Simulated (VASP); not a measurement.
# CdHg2Se3 (P3m1) in VASP: relaxation of cell and atoms with PBE

Aim: the relaxation of cell and atoms of CdHg2Se3 with PBE.

All numbers are computed with VASP 6.6.1; they aren't measurements. Logs are shortened: lines on timing, memory, paths and dates and some standing lists are left out, and cuts for length are marked.

**1. The cell of the first run**

It takes space group P3m1 (No. 156, trigonal). The conventional cell has a = 4.425 Å, b = 4.425 Å, c = 10.815 Å, α = 90.00°, β = 90.00°, γ = 120.00°. Cd (site symmetry 3m) has 4 Se at 2.69 to 2.70 Å within 3.6 Å. Hg (site symmetry 3m) has 4 Se at 2.71 Å within 3.6 Å. Hg (site symmetry 3m) has 4 Se at 2.71 to 2.72 Å within 3.6 Å. Se (site symmetry 3m) has 1 Cd at 2.69 Å and 3 Hg at 2.71 Å within 3.6 Å. Se (site symmetry 3m) has 4 Hg at 2.71 Å within 3.6 Å. Se (site symmetry 3m) has 3 Cd at 2.70 Å and 1 Hg at 2.72 Å within 3.6 Å.

**2. Relaxation of cell and atoms, PBE**

File INCAR:

```
SYSTEM = CdHg2Se3
PREC = Accurate
ENCUT = 600
EDIFF = 1E-6
ISMEAR = 0
SIGMA = 0.1
LREAL = .FALSE.
LASPH = .TRUE.
NELM = 60
ALGO = Fast
ISIF = 3
LWAVE = .FALSE.
LCHARG = .FALSE.
GGA = PE
IBRION = 2
NSW = 100
EDIFFG = -0.01
```

File KPOINTS:

```
regular mesh
0
G
  12 12 4
  0 0 0
```

File POSCAR:

```
CdHg2Se3
1.0
    4.4251779498      0.0000000000      0.0000000000
   -2.2125889749      3.8323165208      0.0000000000
    0.0000000000      0.0000000000     10.8147809923
Cd Hg Se
1 2 3
Direct
    0.0000000000      0.0000000000      0.0006563911
    0.6666666667      0.3333333333      0.6676124281
    0.3333333333      0.6666666667      0.3323752532
    0.0000000000      0.0000000000      0.7515891826
    0.6666666667      0.3333333333      0.4168668090
    0.3333333333      0.6666666667      0.0808999360
```

Potentials or basis: VASP PAW PBE potentials, release 64 (Cd, Hg, Se).

Command:

```
> cat potpaw_PBE.64/Cd/POTCAR potpaw_PBE.64/Hg/POTCAR potpaw_PBE.64/Se/POTCAR > POTCAR
> mpirun -np 1 vasp_std > vasp.out
```

OUTCAR:

```text
SYSTEM = CdHg2Se3
   PREC = Accurate
   ENCUT = 600
   EDIFF = 1E-6
   ISMEAR = 0
   LREAL = .FALSE.
   LASPH = .TRUE.
   NELM = 60
   ISIF = 3
   GGA = PE
   IBRION = 2
   NSW = 100
   EDIFFG = -0.01

 ion  position               nearest neighbor table
   1  0.000  0.000  0.001-   4 2.69   6 2.70   6 2.70   6 2.70
   2  0.667  0.333  0.668-   4 2.71   4 2.71   4 2.71   5 2.71
   3  0.333  0.667  0.332-   5 2.71   5 2.71   5 2.71   6 2.72
   4  0.000  0.000  0.752-   1 2.69   2 2.71   2 2.71   2 2.71
   5  0.667  0.333  0.417-   2 2.71   3 2.71   3 2.71   3 2.71
   6  0.333  0.667  0.081-   1 2.70   1 2.70   1 2.70   3 2.72

  LATTYP: Found a hexagonal cell.
 ALAT       =     4.4251779498
 C/A-ratio  =     2.4439200220

  Lattice vectors:

 A1 = (   4.4251779498,   0.0000000000,   0.0000000000)
 A2 = (  -2.2125889749,   3.8323165208,   0.0000000000)
 A3 = (   0.0000000000,   0.0000000000,  10.8147809923)

Analysis of symmetry for initial positions (statically):
=====================================================================
 Subroutine PRICEL returns:
 Original cell was already a primitive cell.

 Routine SETGRP: Setting up the symmetry group for a
 hexagonal supercell.

 Subroutine GETGRP returns: Found  6 space group operations
 (whereof  6 operations were pure point group operations)
 out of a pool of 24 trial point group operations.

The static configuration has the point symmetry C_3v.

Analysis of symmetry for dynamics (positions and initial velocities):
=====================================================================
 Subroutine PRICEL returns:
 Original cell was already a primitive cell.

 Routine SETGRP: Setting up the symmetry group for a
 hexagonal supercell.

 Subroutine GETGRP returns: Found  6 space group operations
 (whereof  6 operations were pure point group operations)
 out of a pool of 24 trial point group operations.

The dynamic configuration has the point symmetry C_3v.

 Subroutine INISYM returns: Found  6 space group operations
 (whereof  6 operations are pure point group operations),
 and found     1 'primitive' translations

----------------------------------------------------------------------------------------

                                     Primitive cell

  volume of cell :     183.4044

  direct lattice vectors                    reciprocal lattice vectors
     4.425177950  0.000000000  0.000000000     0.225979613  0.130469390  0.000000000
    -2.212588975  3.832316521  0.000000000     0.000000000  0.260938781  0.000000000
     0.000000000  0.000000000 10.814780992     0.000000000  0.000000000  0.092466043

  length of vectors
     4.425177950  4.425177950 10.814780992     0.260938781  0.260938781  0.092466043

  position of ions in fractional coordinates (direct lattice)
     0.000000000  0.000000000  0.000656391
     0.666666667  0.333333333  0.667612428
     0.333333333  0.666666667  0.332375253
     0.000000000  0.000000000  0.751589183
     0.666666667  0.333333333  0.416866809
     0.333333333  0.666666667  0.080899936

  ion indices of the primitive-cell ions
   primitive index   ion index
                 1           1
                 2           2
                 3           3
                 4           4
                 5           5
                 6           6

----------------------------------------------------------------------------------------

 KPOINTS: regular mesh

Automatic generation of k-mesh.
 Grid dimensions read from file:
[... 74 lines left out ...]
   TEBEG  =    0.0;   TEEND  =   0.0 temperature during run
   PSTRESS=    0.0 pullay stress
   NELECT =      54.0000    total number of electrons
   NUPDOWN=      -1.0000    fix difference up-down
   EMIN   =  10.00;   EMAX   =-10.00  energy-range for DOS
   EFERMI =   0.00;   METHOD = LEGACY
   ISMEAR =     0;   SIGMA  =   0.10  broadening in eV -4-tet -1-fermi 0-gaus
   EFERMI_NEDOS =   21; number of points for ismear=-14 and -15
   IALGO  =     68    algorithm
   IMIX   =      4    mixing-type and parameters
     AMIX     =   0.40;   BMIX     =  1.00
     AMIX_MAG =   1.60;   BMIX_MAG =  1.00
  volume/ion in A,a.u.               =      30.57       206.28
  Fermi-wavevector in a.u.,A,eV,Ry     =   1.089104  2.058109 16.138526  1.186148
  Thomas-Fermi vector in A             =   2.225300
   LORBIT       =      0    0 simple, 1 ext, 2 COOP (PROOUT), +10 PAW based schemes
   GGA     = PE    functional components
   LHFCALC =     F    Hartree Fock is set to
   AEXX    =    0.0000 exact exchange contribution
   IVDW    =     0    specifies the selected vdW correction
   LEPSILON=     F    determine dielectric tensor
   LRPA    =     F    only Hartree local field effects (RPA)
 conjugate gradient relaxation of ions
 non-spin polarized calculation
 RMM-DIIS sequential band-by-band and
 Gauss-broadening in eV      SIGMA  =   0.10
  energy-cutoff  :      600.00
  volume of cell :      183.40
 maximum number of plane-waves:      6153
   NGX = 17   NGY = 17   NGZ = 43

--------------------------------------- Ionic step        1  -------------------------------------------

 number of electron      53.9999996 magnetization

 Free energy of the ion-electron system (eV)
  ---------------------------------------------------
  ext. energy  EPLUGINS =         0.00000000
  ---------------------------------------------------
  free energy    TOTEN  =       -13.66483266 eV

  energy without entropy =      -13.66432496  energy(sigma->0) =      -13.66457881

------------------------ aborting loop because EDIFF is reached ----------------------------------------

  FORCE on cell =-STRESS in cart. coord.  units (eV):
  Direction    XX          YY          ZZ          XY          YZ          ZX
  --------------------------------------------------------------------------------------
  -------------------------------------------------------------------------------------
  Total       -0.1169519     -0.1169519     -0.0559081     -0.0000000      0.0000000     -0.0000000
  in kB       -1.0216639     -1.0216639     -0.4884002     -0.0000000      0.0000000     -0.0000000
  external PRESSURE =      -0.8439093 kB  Pullay stress =       0.0000000 kB

 VOLUME and BASIS-vectors are now :
 -----------------------------------------------------------------------------
  energy-cutoff  :      600.00
  volume of cell :      183.40
      direct lattice vectors                 reciprocal lattice vectors
     4.425177950  0.000000000  0.000000000     0.225979613  0.130469390  0.000000000
    -2.212588975  3.832316521  0.000000000     0.000000000  0.260938781  0.000000000
     0.000000000  0.000000000 10.814780992     0.000000000  0.000000000  0.092466043

 POSITION                                       TOTAL-FORCE (eV/Angst)
 -----------------------------------------------------------------------------------
      0.00000      0.00000      0.00710         0.000000     -0.000000      0.018115
      2.21259      1.27744      7.22008        -0.000000      0.000000     -0.000360
     -0.00000      2.55488      3.59457         0.000000      0.000000     -0.002679
      0.00000      0.00000      8.12827        -0.000000      0.000000     -0.005803
      2.21259      1.27744      4.50832        -0.000000      0.000000     -0.002472
     -0.00000      2.55488      0.87492         0.000000      0.000000     -0.006801
 -----------------------------------------------------------------------------------
    total drift:                                0.000000      0.000000      0.000608

  FREE ENERGIE OF THE ION-ELECTRON SYSTEM (eV)
  ---------------------------------------------------
  free  energy   TOTEN  =       -13.6648326599 eV

  energy  without entropy=      -13.6643249614  energy(sigma->0) =      -13.66457881

--------------------------------------- Ionic step        2  -------------------------------------------

 number of electron      53.9999997 magnetization

 Free energy of the ion-electron system (eV)
  ---------------------------------------------------
  ext. energy  EPLUGINS =         0.00000000
  ---------------------------------------------------
  free energy    TOTEN  =       -13.66496636 eV

  energy without entropy =      -13.66445962  energy(sigma->0) =      -13.66471299

 E-fermi :   0.8831     XC(G=0):  -8.6226

 val. band max:        0.8115643235   @ k =   0.0000   0.0000   0.0000
 cond. band min:       1.2365119372   @ k =   0.0000   0.0000   0.2500
 fundamental gap:      0.4249476137
 Fermi energy:         0.8831241230

 k-point     1 :       0.0000    0.0000    0.0000
  band No.  band energies     occupation
      1     -11.9156      2.00000
      2     -11.6708      2.00000
      3     -11.5601      2.00000
      4      -7.1865      2.00000
      5      -7.1865      2.00000
      6      -7.0368      2.00000
[... 829 lines left out ...]
     31       5.2644      0.00000
     32       6.0769      0.00000

 [... further k-points ...]

------------------------ aborting loop because EDIFF is reached ----------------------------------------

  FORCE on cell =-STRESS in cart. coord.  units (eV):
  Direction    XX          YY          ZZ          XY          YZ          ZX
  --------------------------------------------------------------------------------------
  -------------------------------------------------------------------------------------
  Total        0.0140887      0.0140887      0.0238332      0.0000000      0.0000000     -0.0000000
  in kB        0.1233624      0.1233624      0.2086874      0.0000000      0.0000000     -0.0000000
  external PRESSURE =       0.1518041 kB  Pullay stress =       0.0000000 kB

 VOLUME and BASIS-vectors are now :
 -----------------------------------------------------------------------------
  energy-cutoff  :      600.00
  volume of cell :      182.98
      direct lattice vectors                 reciprocal lattice vectors
     4.421016756 -0.000000000 -0.000000000     0.226192312  0.130592192 -0.000000000
    -2.210508378  3.828712821  0.000000000     0.000000000  0.261184384 -0.000000000
    -0.000000000  0.000000000 10.809919464     0.000000000  0.000000000  0.092507627

 POSITION                                       TOTAL-FORCE (eV/Angst)
 -----------------------------------------------------------------------------------
     -2.21051      3.82871      0.00797        -0.000000      0.000000      0.009877
      2.21051      1.27624      7.21682         0.000000     -0.000000     -0.002166
     -0.00000      2.55248      3.59282         0.000000     -0.000000     -0.004355
      4.42102     -0.00000      8.12434        -0.000000      0.000000      0.000249
      2.21051      1.27624      4.50618         0.000000     -0.000000     -0.001019
     -0.00000      2.55248      0.87419         0.000000     -0.000000     -0.002586
 -----------------------------------------------------------------------------------
    total drift:                                0.000000      0.000000     -0.000088

  FREE ENERGIE OF THE ION-ELECTRON SYSTEM (eV)
  ---------------------------------------------------
  free  energy   TOTEN  =       -13.6649663635 eV

  energy  without entropy=      -13.6644596229  energy(sigma->0) =      -13.66471299

 reached required accuracy - stopping structural energy minimisation
```

Run time: 20 min. Hardware: 1 thread of Oxide Virtual Turin-like, shared host; peak memory 0.66 GiB.

Results:

```
Free energy                           : -13.6650 eV
Relaxed volume                        : 30.50 Å³/atom
Relaxed cell                          : a = 4.421 Å, b = 4.421 Å, c = 10.810 Å, α = 90.00°, β = 90.00°, γ = 120.00°
Space group after relaxing (to 0.1 Å) : P3m1 (No. 156)
Energy gained by relaxing             : 0.0 meV/atom
Ionic steps                           : 2
Pressure after relaxing               : 0.0 GPa
Largest force after relaxing          : 0.010 eV/Å
Band gap on the k mesh                : zero (filled and empty bands touch)
```

Forces in eV/Å, atoms in the order of the input:
```
Cd   0.000  0.000  0.010
Hg   0.000  0.000 -0.002
Hg   0.000  0.000 -0.004
Se   0.000  0.000  0.000
Se   0.000  0.000 -0.001
Se   0.000  0.000 -0.003
```

Step by step:
```
step  energy change (eV)  largest force (eV/Å)  pressure (GPa)  volume (Å³)
   1              0.0000                0.0181           -0.08       183.40
   2             -0.0001                0.0099            0.02       182.98
```

Final structure:
```cif
data_structure
_symmetry_space_group_name_H-M 'P 1'
_symmetry_Int_Tables_number 1
_cell_length_a 4.4210
_cell_length_b 4.4210
_cell_length_c 10.8099
_cell_angle_alpha 90.000
_cell_angle_beta 90.000
_cell_angle_gamma 120.000
_cell_volume 182.98
loop_
_atom_site_label
_atom_site_type_symbol
_atom_site_fract_x
_atom_site_fract_y
_atom_site_fract_z
_atom_site_occupancy
Cd1 Cd 0.00000 0.00000 0.00074 1
Hg1 Hg 0.66667 0.33333 0.66761 1
Hg2 Hg 0.33333 0.66667 0.33236 1
Se1 Se 0.00000 0.00000 0.75156 1
Se2 Se 0.66667 0.33333 0.41686 1
Se3 Se 0.33333 0.66667 0.08087 1
```

Caveat: semilocal functionals underestimate gaps, so a narrow gap can read as zero; spin-orbit coupling is left out, which moves the levels of the heavy elements.
